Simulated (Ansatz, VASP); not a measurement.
**Cr: VASP beside Ansatz**

```
CELL_PARAMETERS angstrom
2.50809 0.00000 0.00000
-1.25405 2.17207 0.00000
0.00000 0.00000 4.52766
ATOMIC_POSITIONS crystal
Cr 0.33333 0.66667 0.25000
Cr 0.66667 0.33333 0.75000
```

Alike in both runs: functional BLYP; k mesh 14 × 14 × 8; occupations fermi-dirac, width 0.1 eV; no spin polarisation.

Ansatz relaxed the structure, and its values are those at the end. VASP's run is a single point on that final structure, the one shown.

|  | VASP | Ansatz |
| --- | --- | --- |
| version | VASP 6.6.1 | Ansatz 0.2.0 |
| potentials or method | VASP PAW PBE potentials, release 64 (Cr_pv), cutoff 520 eV | plane waves (420 eV) with PAW, scalar-relativistic |
| valence electrons in the cell | 24 | 28 |

VASP gave:

| Quantity | Value |
| --- | --- |
| pressure (GPa) | -0.1 |

**Question.** What did Ansatz give for the same quantities?

**Answer.** Pressure (GPa): 0.0.

VASP's potentials were made for PBE, not for BLYP. VASP's potentials hold 24 valence electrons a cell and Ansatz's 28, so a difference there can come from the potentials and not from the codes.
